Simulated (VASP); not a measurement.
# Sr (Fm-3m) in VASP: a series of runs, part 2 of 2

VASP 6.6.1. The steps go on from the part before.

## Step 4: Single point, PBE

This run uses another cell than the first one, of 33.79 Å³/atom.

INCAR reads:

```
ALGO = Normal
EDIFF = 1E-6
ENCUT = 520
GGA = PE
ISIF = 2
ISMEAR = 0
LASPH = T
LCHARG = F
LREAL = F
LWAVE = F
NBANDS = 11
NELM = 60
PREC = Accurate
SIGMA = 0.1
```

KPOINTS reads:

```
k-points
0
Gamma
  14 14 14
```

POSCAR reads:

```
Sr
1.0
    0.0000000000      2.5659908254      2.5659908254
    2.5659908254      0.0000000000      2.5659908254
    2.5659908254      2.5659908254      0.0000000000
Sr
1
Direct
    0.0000000000      0.0000000000      0.0000000000
```

Potentials or basis: VASP PAW PBE potentials, release 64 (Sr_sv).

On the command line:

```sh
$ cat potpaw_PBE.64/Sr_sv/POTCAR > POTCAR
$ mpirun -np 1 vasp_std > vasp.out
```

OUTCAR:

```text
EDIFF = 1E-6
   ENCUT = 520
   GGA = PE
   ISIF = 2
   ISMEAR = 0
   LASPH = T
   LREAL = F
   NELM = 60
   PREC = Accurate

 ion  position               nearest neighbor table
   1  0.000  0.000  0.000-

  LATTYP: Found a face centered cubic cell.
 ALAT       =     5.1319816508

  Lattice vectors:

 A1 = (   0.0000000000,   2.5659908254,   2.5659908254)
 A2 = (   2.5659908254,   0.0000000000,   2.5659908254)
 A3 = (   2.5659908254,   2.5659908254,   0.0000000000)

Analysis of symmetry for initial positions (statically):
[... 506 lines left out ...]
      5       1.1377      2.00000
      6       4.7876      0.00000
      7       6.2604      0.00000
      8       7.1091      0.00000
      9       7.9996      0.00000
     10       9.5568      0.00000
     11      13.8390      0.00000

 [... further k-points ...]
[... 5 lines left out ...]
  --------------------------------------------------------------------------------------
  -------------------------------------------------------------------------------------
  Total        2.5446849      2.5446849      2.5446849      0.0000000      0.0000000      0.0000000
  in kB      120.6561029    120.6561029    120.6561029      0.0000000      0.0000000      0.0000000
  external PRESSURE =     120.6561029 kB  Pullay stress =       0.0000000 kB

 VOLUME and BASIS-vectors are now :
 -----------------------------------------------------------------------------
  energy-cutoff  :      520.00
  volume of cell :       33.79
      direct lattice vectors                 reciprocal lattice vectors
     0.000000000  2.565990825  2.565990825    -0.194856503  0.194856503  0.194856503
     2.565990825  0.000000000  2.565990825     0.194856503 -0.194856503  0.194856503
     2.565990825  2.565990825  0.000000000     0.194856503  0.194856503 -0.194856503

 POSITION                                       TOTAL-FORCE (eV/Angst)
 -----------------------------------------------------------------------------------
      0.00000      0.00000      0.00000         0.000000      0.000000      0.000000
 -----------------------------------------------------------------------------------
    total drift:                               -0.000000     -0.000000     -0.000000

  FREE ENERGIE OF THE ION-ELECTRON SYSTEM (eV)
  ---------------------------------------------------
  free  energy   TOTEN  =        -1.0643471211 eV

  energy  without entropy=       -1.0593345788  energy(sigma->0) =       -1.06184085
```

OSZICAR:

```text
N       E                     dE             d eps       ncg     rms          rms(c)
DAV:   1     0.363953646288E+02    0.36395E+02   -0.52951E+03  2296   0.847E+02
DAV:   2     0.301042423145E+00   -0.36094E+02   -0.35272E+02  2739   0.163E+02
DAV:   3    -0.104252295272E+01   -0.13436E+01   -0.13319E+01  3173   0.233E+01
DAV:   4    -0.108516855340E+01   -0.42646E-01   -0.42511E-01  2877   0.398E+00
DAV:   5    -0.108657777400E+01   -0.14092E-02   -0.14092E-02  3254   0.489E-01    0.150E+01
DAV:   6    -0.107172873932E+01    0.14849E-01   -0.88863E-03  3566   0.663E-01    0.889E+00
DAV:   7    -0.106420646123E+01    0.75223E-02   -0.16949E-02  3601   0.894E-01    0.167E-01
DAV:   8    -0.106434554582E+01   -0.13908E-03   -0.22817E-04  2673   0.143E-01    0.283E-02
DAV:   9    -0.106434758912E+01   -0.20433E-05   -0.12553E-05  3048   0.328E-02    0.175E-02
DAV:  10    -0.106434712111E+01    0.46802E-06   -0.18078E-06  2728   0.707E-03
   1 F= -.10643471E+01 E0= -.10618408E+01  d E =-.501254E-02
```

stdout:

```text
POSCAR found type information on POSCAR Sr
 POSCAR found :  1 types and       1 ions
 scaLAPACK will be used
 LDA part: xc-table for (Slater+PW92), standard interpolation
 POSCAR, INCAR and KPOINTS ok, starting setup
 FFT: planning ... GRIDC
 FFT: planning ... GRID_SOFT
 FFT: planning ... GRID
 WAVECAR not read
 entering main loop
```

It took 12 s on 1 thread of Intel Xeon 6975P-C (Granite Rapids), shared host; peak memory 0.18 GiB.

What came out:

```
Free energy            : -1.0643 eV
Pressure               : 12.1 GPa
Band gap on the k mesh : zero (bands 5 and 6 overlap by 0.35 eV)
```

Caveat: the cell stands under pressure.

## Step 5: Single point, PBE

This run uses another cell than the first one, of 50.58 Å³/atom.

INCAR reads:

```
SYSTEM = Sr
PREC     = Accurate       ! precision mode
ENCUT    = 520            ! plane-wave cutoff, eV
EDIFF    = 1E-7           ! SCF threshold, eV
ISMEAR   = 0              ! smearing method
SIGMA    = 0.1            ! smearing width, eV
LREAL    = .FALSE.        ! projectors in reciprocal space
LASPH    = .TRUE.         ! aspherical terms in the spheres
NELM     = 60             ! most SCF steps
ALGO     = Normal         ! electronic algorithm
ISIF     = 2              ! what is computed and relaxed
LWAVE    = .FALSE.        ! write WAVECAR
LCHARG   = .FALSE.        ! write CHGCAR
GGA      = PE             ! functional
NBANDS   = 11             ! bands
```

KPOINTS reads:

```
Automatic mesh
0
G
  12 12 12
  0 0 0
```

POSCAR reads:

```
Sr
1.0
    0.0000000000      2.9353265548      2.9353265548
    2.9353265548      0.0000000000      2.9353265548
    2.9353265548      2.9353265548      0.0000000000
Sr
1
Direct
    0.0000000000      0.0000000000      0.0000000000
```

On the command line:

```sh
$ cat potpaw_PBE.64/Sr_sv/POTCAR > POTCAR
$ mpirun -np 1 vasp_std > vasp.out
```

Run time: 11 s. Hardware: 1 thread of Intel Xeon 6975P-C (Granite Rapids), shared host; peak memory 0.19 GiB.

Results (log left out):

```yaml
Free_energy: -1.6269 eV
Pressure: 1.1 GPa
```

Levels at points of the mesh, in eV from the Fermi level:
```
           k point  band 2  band 3  band 4  band 5  band 6  band 7  band 8  band 9
(0.00, 0.00, 0.00)  -18.34  -18.34  -18.34   -3.78    2.42    2.42    2.42    4.03
(0.50, 0.00, 0.00)  -18.60  -18.38  -18.38   -1.17    0.17    2.25    2.25    5.17
(0.50, 0.50, 0.00)  -18.59  -18.44  -18.44   -0.75    0.26    1.24    5.18    5.51
```

## Step 6: Single point, PBE

This run uses another cell than the first one, of 60.22 Å³/atom.

INCAR reads:

```
  PREC = Accurate
  ENCUT = 520
  EDIFF = 1E-6
  ISMEAR = 0
  SIGMA = 0.1
  LREAL = F
  LASPH = T
  NELM = 80
  ALGO = Normal
  ISIF = 2
  LWAVE = F
  LCHARG = T
  GGA = PE
  LELF = T
  LVHAR = T
  NBANDS = 11
```

KPOINTS reads:

```
Automatic mesh
0
Gamma
  12 12 12
```

POSCAR reads:

```
Sr
1.0
    0.0000000000      3.1109810885      3.1109810885
    3.1109810885      0.0000000000      3.1109810885
    3.1109810885      3.1109810885      0.0000000000
Sr
1
Direct
    0.0000000000      0.0000000000      0.0000000000
```

Potentials or basis: VASP PAW PBE potentials, release 64 (Sr_sv).

On the command line:

```sh
$ cat potpaw_PBE.64/Sr_sv/POTCAR > POTCAR
$ mpirun -np 1 vasp_std > vasp.out
```

Wall time 16 s (1 thread of Intel Xeon 6975P-C (Granite Rapids), shared host); peak memory 0.22 GiB.

It converged, with:

```yaml
Free_energy: -1.6234 eV
Pressure: -0.9 GPa
Band_gap_on_the_k_mesh: zero (bands 5 and 6 overlap by 0.15 eV)
```

Levels at points of the mesh, in eV from the Fermi level:
```tsv
k point	band 3	band 4	band 5	band 6	band 7	band 8
(0.00, 0.00, 0.00)	-18.69	-18.69	-3.49	2.26	2.26	2.26
(0.50, 0.00, 0.00)	-18.71	-18.71	-1.06	-0.02	2.12	2.12
(0.50, 0.50, 0.00)	-18.74	-18.74	-0.53	0.43	0.89	4.52
```

## Step 7: The runs side by side

```csv
cell,k mesh,gap on the mesh (eV),pressure (GPa)
"a = 2.776 Å, angles 60.0°, 1 atom",18 × 18 × 18,none,94.2
"a = 3.947 Å, angles 60.0°, 1 atom",12 × 12 × 12,-,4.1
"a = 3.629 Å, angles 60.0°, 1 atom",14 × 14 × 14,none,12.1
"a = 4.151 Å, angles 60.0°, 1 atom",12 × 12 × 12,-,1.1
"a = 4.400 Å, angles 60.0°, 1 atom",12 × 12 × 12,none,-0.9
```

Alike in all rows: task single point; level PBE; potentials or basis VASP PAW PBE potentials, release 64 (Sr_sv); no spin polarisation; cutoff (eV) 520; smearing gaussian 0.1 eV.

Caveats: the cell stands under pressure (at least some runs).

Absolute energies hang on the potentials; compare differences alone.
